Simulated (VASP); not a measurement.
A run of VASP 6.6.1 is set up as follows.

The input INCAR:

```
ALGO = Normal
EDIFF = 1E-7
ENCUT = 520
ISIF = 2
ISMEAR = -1
LASPH = True
LCHARG = False
LREAL = False
LWAVE = False
NBANDS = 14
NELM = 60
PREC = Accurate
SIGMA = 0.05
```

The input KPOINTS:

```
k-points
0
Gamma
  8 8 8
```

The input POSCAR:

```
NaF
1.0
    0.0000000000      2.2886448050      2.2886448050
    2.2886448050      0.0000000000      2.2886448050
    2.2886448050      2.2886448050      0.0000000000
Na F
1 1
Direct
    0.0000000000      0.0000000000      0.0000000000
    0.5000000000      0.5000000000      0.5000000000
```

Potentials or basis: VASP PAW LDA potentials, release 64 (Na_pv, F).

Launch:

```console
$ cat potpaw_LDA.64/Na_pv/POTCAR potpaw_LDA.64/F/POTCAR > POTCAR
$ mpirun -np 1 vasp_std > vasp.out
```

**Question.** Predict the pressure.

**Answer.** -2.7 GPa.

**Question.** Predict the band gap on the k mesh.

**Answer.** 6.15 eV, direct.

As with any semilocal functional, this LDA gap is likely too small.
